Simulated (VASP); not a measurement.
# Re (P6_3/mmc) in VASP: single point with PBE

Aim: the single point of Re with PBE.

All numbers are computed with VASP 6.6.1; they aren't measurements. Logs are shortened: lines on timing, memory, paths and dates and some standing lists are left out, and cuts for length are marked.

## (1) The cell of the first run

The structure is hexagonal, space group P6_3/mmc (No. 194). The conventional cell has a = 2.765 Å, b = 2.765 Å, c = 4.474 Å, α = 90.00°, β = 90.00°, γ = 120.00°. Re (site symmetry -6m2) has 12 Re at 2.75 to 2.77 Å within 3.6 Å.

## (2) Single point, PBE

The input, INCAR:

```
ALGO     = Normal         # electronic algorithm
EDIFF    = 1E-6           # SCF threshold, eV
ENCUT    = 600            # plane-wave cutoff, eV
GGA      = PE             # functional
GGA_COMPAT= False        
ISIF     = 2              # what is computed and relaxed
ISMEAR   = 0              # smearing method
LASPH    = True           # aspherical terms in the spheres
LCHARG   = True           # write CHGCAR
LELF     = True           # ELF
LREAL    = False          # projectors in reciprocal space
LVHAR    = True         
LWAVE    = False          # write WAVECAR
NBANDS   = 14             # bands
NELM     = 120            # most SCF steps
PREC     = Accurate       # precision mode
SIGMA    = 0.1            # smearing width, eV
```

The input, KPOINTS:

```
k-points
0
Gamma
  6 6 4
```

The input, POSCAR:

```
Re
1.0
    2.7653363800      0.0000000000      0.0000000000
   -1.3826681900      2.3948515500      0.0000000000
    0.0000000000      0.0000000000      4.4735766300
Re
2
Direct
    0.3333333300      0.6666666700      0.2500000000
    0.6666666700      0.3333333300      0.7500000000
```

Potentials or basis: VASP PAW PBE potentials, release 64 (Re).

On the command line:

```bash
cat potpaw_PBE.64/Re/POTCAR > POTCAR
mpirun -np 1 vasp_std > vasp.out
```

OUTCAR:

```text
EDIFF = 1E-6
   ENCUT = 600
   GGA = PE
   ISIF = 2
   ISMEAR = 0
   LASPH = True
   LREAL = False
   NELM = 120
   PREC = Accurate

 ion  position               nearest neighbor table
   1  0.333  0.667  0.250-   2 2.75   2 2.75   2 2.75   2 2.75   2 2.75   2 2.75
   2  0.667  0.333  0.750-   1 2.75   1 2.75   1 2.75   1 2.75   1 2.75   1 2.75

  LATTYP: Found a hexagonal cell.
 ALAT       =     2.7653363800
 C/A-ratio  =     1.6177332575

  Lattice vectors:

 A1 = (   2.7653363800,   0.0000000000,   0.0000000000)
 A2 = (  -1.3826681900,   2.3948515500,   0.0000000000)
 A3 = (   0.0000000000,   0.0000000000,   4.4735766300)

Analysis of symmetry for initial positions (statically):
=====================================================================
 Subroutine PRICEL returns:
 Original cell was already a primitive cell.

 Routine SETGRP: Setting up the symmetry group for a
 hexagonal supercell.

 Subroutine GETGRP returns: Found 24 space group operations
 (whereof 12 operations were pure point group operations)
 out of a pool of 24 trial point group operations.

The static configuration has the point symmetry D_3d.
 The point group associated with its full space group is D_6h.

Analysis of symmetry for dynamics (positions and initial velocities):
=====================================================================
 Subroutine PRICEL returns:
 Original cell was already a primitive cell.

 Routine SETGRP: Setting up the symmetry group for a
 hexagonal supercell.

 Subroutine GETGRP returns: Found 24 space group operations
 (whereof 12 operations were pure point group operations)
 out of a pool of 24 trial point group operations.

The dynamic configuration has the point symmetry D_3d.
 The point group associated with its full space group is D_6h.

 Subroutine INISYM returns: Found 24 space group operations
 (whereof 12 operations are pure point group operations),
 and found     1 'primitive' translations

----------------------------------------------------------------------------------------

                                     Primitive cell

  volume of cell :      29.6266

  direct lattice vectors                    reciprocal lattice vectors
     2.765336380  0.000000000  0.000000000     0.361619659  0.208781208  0.000000000
    -1.382668190  2.394851550  0.000000000     0.000000000  0.417562416  0.000000000
     0.000000000  0.000000000  4.473576630     0.000000000  0.000000000  0.223534787

  length of vectors
     2.765336380  2.765336376  4.473576630     0.417562416  0.417562416  0.223534787

  position of ions in fractional coordinates (direct lattice)
     0.333333330  0.666666670  0.250000000
     0.666666670  0.333333330  0.750000000

  ion indices of the primitive-cell ions
   primitive index   ion index
                 1           1
                 2           2

----------------------------------------------------------------------------------------

 KPOINTS: k-points

Automatic generation of k-mesh.
 Grid dimensions read from file:
 generate k-points for:    6    6    4

 Generating k-lattice:

  Cartesian coordinates                     Fractional coordinates (reciprocal lattice)
     0.060269943  0.034796868  0.000000000     0.166666667  0.000000000  0.000000000
     0.000000000  0.069593736  0.000000000     0.000000000  0.166666667  0.000000000
     0.000000000  0.000000000  0.055883697     0.000000000  0.000000000  0.250000000

  Length of vectors
     0.069593736  0.069593736  0.055883697

  Shift w.r.t. Gamma in fractional coordinates (k-lattice)
     0.000000000  0.000000000  0.000000000

 Subroutine IBZKPT returns following result:
 ===========================================

 Found     21 irreducible k-points:

 Following reciprocal coordinates:
            Coordinates               Weight
  0.000000  0.000000  0.000000      1.000000
  0.166667  0.000000  0.000000      6.000000
  0.333333  0.000000  0.000000      6.000000
  0.500000  0.000000  0.000000      3.000000
  0.166667  0.166667  0.000000      6.000000
  0.333333  0.166667  0.000000     12.000000
[... 13 lines left out ...]
  0.333333  0.166667  0.500000     12.000000
  0.333333  0.333333  0.500000      2.000000
   k-points           NKPTS =     21   k-points in BZ     NKDIM =     21   number of bands    NBANDS=     14
   number of dos      NEDOS =    301   number of ions     NIONS =      2
   total plane-waves  NPLWV =  20736
   dimension x,y,z NGX =    24 NGY =   24 NGZ =   36
   dimension x,y,z NGXF=    48 NGYF=   48 NGZF=   72
   ions per type =               2
   NGX,Y,Z   is equivalent  to a cutoff of  14.43, 14.43, 13.38 a.u.
   NGXF,Y,Z  is equivalent  to a cutoff of  28.86, 28.86, 26.76 a.u.
 SYSTEM =  unknown system
   PREC   = accura    normal or accurate (medium, high low for compatibility)
   ISTART =      0    job   : 0-new  1-cont  2-samecut
   ICHARG =      2    charge: 1-file 2-atom 10-const
   ISPIN  =      1    spin polarized calculation?
   LNONCOLLINEAR =      F non collinear calculations
   LSORBIT =      F    spin-orbit coupling
   LASPH  =      T    aspherical Exc in radial PAW
   ENCUT  =  600.0 eV  44.10 Ry    6.64 a.u.   5.52  5.52  8.93*2*pi/ulx,y,z
   NELM   =    120;   NELMIN=  2; NELMDL= -5     # of ELM steps
   EDIFF  = 0.1E-05   stopping-criterion for ELM
   LREAL  =      F    real-space projection
   EDIFFG = 0.1E-04   stopping-criterion for IOM
   NSW    =      0    number of steps for IOM
   IBRION =     -1    ionic relax: 0-MD 1-quasi-New 2-CG
   NFREE  =      0    steps in history (QN), initial steepest desc. (CG)
   ISIF   =      2    stress and relaxation
   ISYM   =      2    0-nonsym 1-usesym 2-fastsym
   POTIM  = 0.5000    time-step for ionic-motion
   TEBEG  =    0.0;   TEEND  =   0.0 temperature during run
   PSTRESS=    0.0 pullay stress
   NELECT =      14.0000    total number of electrons
   NUPDOWN=      -1.0000    fix difference up-down
   EMIN   =  10.00;   EMAX   =-10.00  energy-range for DOS
   EFERMI =   0.00;   METHOD = LEGACY
   ISMEAR =     0;   SIGMA  =   0.10  broadening in eV -4-tet -1-fermi 0-gaus
   EFERMI_NEDOS =   21; number of points for ismear=-14 and -15
   IALGO  =     38    algorithm
   IMIX   =      4    mixing-type and parameters
     AMIX     =   0.40;   BMIX     =  1.00
     AMIX_MAG =   1.60;   BMIX_MAG =  1.00
  volume/ion in A,a.u.               =      14.81        99.96
  Fermi-wavevector in a.u.,A,eV,Ry     =   1.275138  2.409661 22.122743  1.625976
  Thomas-Fermi vector in A             =   2.407867
   LORBIT       =      0    0 simple, 1 ext, 2 COOP (PROOUT), +10 PAW based schemes
   GGA     = PE    functional components
   LHFCALC =     F    Hartree Fock is set to
   AEXX    =    0.0000 exact exchange contribution
   IVDW    =     0    specifies the selected vdW correction
   LEPSILON=     F    determine dielectric tensor
   LRPA    =     F    only Hartree local field effects (RPA)
 non-spin polarized calculation
 Gauss-broadening in eV      SIGMA  =   0.10
  energy-cutoff  :      600.00
  volume of cell :       29.63
 maximum number of plane-waves:      1014
 NGX is ok and might be reduce to    24
   NGX = 11   NGY = 11   NGZ = 17

 number of electron      14.0000000 magnetization

 Free energy of the ion-electron system (eV)
  ---------------------------------------------------
  ext. energy  EPLUGINS =         0.00000000
  ---------------------------------------------------
  free energy    TOTEN  =       -24.86701595 eV

  energy without entropy =      -24.86131888  energy(sigma->0) =      -24.86416742

 E-fermi :   7.7751     XC(G=0): -13.6948

 val. band max:        7.7626601403   @ k =   0.3333   0.3333   0.0000
 cond. band min:       7.8705950200   @ k =   0.3333   0.3333   0.5000
 fundamental gap:      0.1079348797
 Fermi energy:         7.7751161797

 k-point     1 :       0.0000    0.0000    0.0000
  band No.  band energies     occupation
      1      -2.0163      2.00000
      2       1.2294      2.00000
      3       6.2141      2.00000
      4       6.2457      2.00000
      5       6.2457      2.00000
      6       7.0683      2.00000
      7       7.0683      2.00000
      8       7.9986      0.00157
      9       7.9986      0.00157
     10       8.3823      0.00000
     11      11.1275      0.00000
     12      11.1275      0.00000
     13      17.7037      0.00000
     14      21.9578      0.00000

 k-point     2 :       0.1667    0.0000    0.0000
  band No.  band energies     occupation
      1      -0.9475      2.00000
      2       2.1509      2.00000
      3       5.0408      2.00000
      4       5.8106      2.00000
      5       6.3597      2.00000
      6       7.2576      2.00000
      7       7.2975      2.00000
      8       7.3950      2.00000
      9       7.5879      1.99190
     10       8.0190      0.00056
     11      11.5587      0.00000
     12      14.2323      0.00000
     13      17.5192      0.00000
     14      23.9463      0.00000

 k-point     3 :       0.3333    0.0000    0.0000
  band No.  band energies     occupation
      1       1.2086      2.00000
      2       2.4275      2.00000
      3       3.4494      2.00000
      4       5.1482      2.00000
      5       6.2965      2.00000
      6       6.3960      2.00000
      7       6.7698      2.00000
      8       9.8412      0.00000
      9       9.8788      0.00000
     10      10.4119      0.00000
     11      11.9949      0.00000
     12      16.8911      0.00000
     13      18.1907      0.00000
     14      20.0178      0.00000

 k-point     4 :       0.5000    0.0000    0.0000
  band No.  band energies     occupation
      1       1.8840      2.00000
      2       2.0086      2.00000
      3       2.5966      2.00000
      4       5.8945      2.00000
      5       6.0746      2.00000
      6       6.4225      2.00000
      7       7.1896      2.00000
      8      11.7419      0.00000
      9      12.1072      0.00000
     10      12.2649      0.00000
     11      13.8013      0.00000
     12      14.8131      0.00000
     13      17.9329      0.00000
     14      20.1892      0.00000

 k-point     5 :       0.1667    0.1667    0.0000
  band No.  band energies     occupation
      1       0.8377      2.00000
      2       3.3230      2.00000
      3       4.0628      2.00000
      4       4.1005      2.00000
      5       5.9572      2.00000
      6       6.0728      2.00000
      7       7.4054      2.00000
      8       8.1312      0.00000
      9       9.3891      0.00000
     10      10.2832      0.00000
     11      11.6282      0.00000
[... 225 lines left out ...]
 k-point    19 :       0.1667    0.1667    0.5000
  band No.  band energies     occupation
      1       2.2158      2.00000
      2       2.2158      2.00000
      3       4.4113      2.00000
      4       4.4113      2.00000
      5       5.4158      2.00000
      6       5.4158      2.00000
      7       7.7341      1.43850
      8       7.7341      1.43850
      9      10.7162      0.00000
     10      10.7162      0.00000
     11      11.4027      0.00000
     12      11.4027      0.00000
     13      22.4959      0.00000
     14      22.4959      0.00000

 k-point    20 :       0.3333    0.1667    0.5000
  band No.  band energies     occupation
      1       2.3014      2.00000
      2       2.3014      2.00000
      3       4.2938      2.00000
      4       4.2938      2.00000
      5       6.1943      2.00000
      6       6.1943      2.00000
      7       8.0875      0.00001
      8       8.0875      0.00001
      9      11.6312      0.00000
     10      11.6312      0.00000
     11      13.8461      0.00000
     12      13.8461      0.00000
     13      19.2990      0.00000
     14      19.2990      0.00000

 k-point    21 :       0.3333    0.3333    0.5000
  band No.  band energies     occupation
      1       3.2963      2.00000
      2       3.2963      2.00000
      3       4.1057      2.00000
      4       4.1057      2.00000
      5       5.6688      2.00000
      6       5.6688      2.00000
      7       7.8706      0.17693
      8       7.8706      0.17693
      9      11.1356      0.00000
     10      11.1356      0.00000
     11      17.2632      0.00000
     12      17.2632      0.00000
     13      18.1577      0.00000
     14      18.1577      0.00000

------------------------ aborting loop because EDIFF is reached ----------------------------------------

  FORCE on cell =-STRESS in cart. coord.  units (eV):
  Direction    XX          YY          ZZ          XY          YZ          ZX
  --------------------------------------------------------------------------------------
  -------------------------------------------------------------------------------------
  Total        0.6126433      0.6126433      0.6918288     -0.0000000      0.0000000      0.0000000
  in kB       33.1311733     33.1311732     37.4134523     -0.0000000      0.0000000      0.0000000
  external PRESSURE =      34.5585996 kB  Pullay stress =       0.0000000 kB

 VOLUME and BASIS-vectors are now :
 -----------------------------------------------------------------------------
  energy-cutoff  :      600.00
  volume of cell :       29.63
      direct lattice vectors                 reciprocal lattice vectors
     2.765336380  0.000000000  0.000000000     0.361619659  0.208781208  0.000000000
    -1.382668190  2.394851550  0.000000000     0.000000000  0.417562416  0.000000000
     0.000000000  0.000000000  4.473576630     0.000000000  0.000000000  0.223534787

 POSITION                                       TOTAL-FORCE (eV/Angst)
 -----------------------------------------------------------------------------------
     -0.00000      1.59657      1.11839        -0.000000     -0.000000      0.000000
      1.38267      0.79828      3.35518         0.000000      0.000000      0.000000
 -----------------------------------------------------------------------------------
    total drift:                               -0.000000      0.000000     -0.000000

  FREE ENERGIE OF THE ION-ELECTRON SYSTEM (eV)
  ---------------------------------------------------
  free  energy   TOTEN  =       -24.8670159497 eV

  energy  without entropy=      -24.8613188824  energy(sigma->0) =      -24.86416742
```

Wall time 23 s (1 thread of Intel Xeon 8259CL, shared host); peak memory 0.15 GiB.

What came out:

| Property | Result |
| --- | --- |
| Free energy | -24.8670 eV |
| Pressure | 3.5 GPa |
| Band gap on the k mesh | zero (bands 7 and 8 overlap by 2.75 eV) |

Stress tensor (GPa, compression positive):
```
3.31 0.00 0.00
0.00 3.31 0.00
0.00 0.00 3.74
```

Caveat: the k points lie up to 0.44 Å⁻¹ apart, too coarse for converged energies and pressures of a metal; spin-orbit coupling is left out, which moves the levels of the heavy elements.
